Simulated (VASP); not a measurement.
Input of a VASP 6.6.1 run:

INCAR

```
SYSTEM = K
PREC = Accurate ; ENCUT = 520
EDIFF = 1E-7 ; ISMEAR = -1
SIGMA = 0.1 ; LREAL = .FALSE.
LASPH = .TRUE. ; NELM = 80
ALGO = Normal ; ISIF = 2
LWAVE = .FALSE. ; LCHARG = .TRUE.
LELF = .TRUE. ; LVHAR = .TRUE.
NBANDS = 20
```

Contents of KPOINTS:

```
Automatic mesh
0
G
  6 6 8
  0 0 0
```

File POSCAR:

```
K
1.0
    7.2210814426      0.0000000000      0.0000000000
   -3.6105407213      6.2536399721      0.0000000000
    0.0000000000      0.0000000000      4.3009003603
K
3
Direct
    1.0000000000      1.0000000000      0.0000000000
    0.3333333333      0.6666666667      0.5000000000
    0.6666666667      0.3333333333      0.5000000000
```

Potentials or basis: VASP PAW LDA potentials, release 64 (K_sv).

Run with:

```bash
$ cat potpaw_LDA.64/K_sv/POTCAR > POTCAR
$ mpirun -np 1 vasp_std > vasp.out
```

Problem. Predict the band gap on the k mesh.

Solution. Zero (an odd number of electrons rules out a gap without spin polarisation).

Problem. What does it give for the pressure?

Solution. 0.0 GPa.
